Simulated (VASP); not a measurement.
Runs of VASP 6.6.1 on TlI2. The structure is that of space group Fm-3m (No. 225), or close to it. The cells are those of the table. 

```tsv
task	cell	k mesh	cutoff (eV)	gap on the mesh (eV)	pressure (GPa)	relaxed volume (Å³/atom)
single point	a = 5.760 Å, angles 60.0°, 3 atoms	10 × 10 × 10	520	none	0.0	-
relaxation of cell and atoms	relaxed from a = 5.720 Å, angles 60.0°, 3 atoms	10 × 10 × 10	600	none	0.0	45.11
single point	a = 5.720 Å, angles 60.0°, 3 atoms	4 × 4 × 4	520	none	(a)	-
relaxation of cell and atoms	relaxed from a = 5.406 Å, angles 60.0°, 3 atoms	4 × 4 × 4	600	none	0.0	45.36
```

Alike in all rows: level PBE; potentials or basis VASP PAW PBE potentials, release 64 (Tl_d, I); no spin polarisation; smearing gaussian 0.1 eV.

Question: Estimate the missing entries.

Answer: (a) 0.3.

Caveats: spin-orbit coupling is left out, which moves the levels of the heavy elements; an odd number of electrons without spin polarisation forces a metal; a magnetic or distorted state may lie lower; the volume moved by over 15 % at a fixed basis, so the end points are rough (at least some runs).

A k mesh can miss the band edges, and the runs leave out spin-orbit coupling on I, Tl.

A gap of «none» marks levels without a gap at the run's occupations.
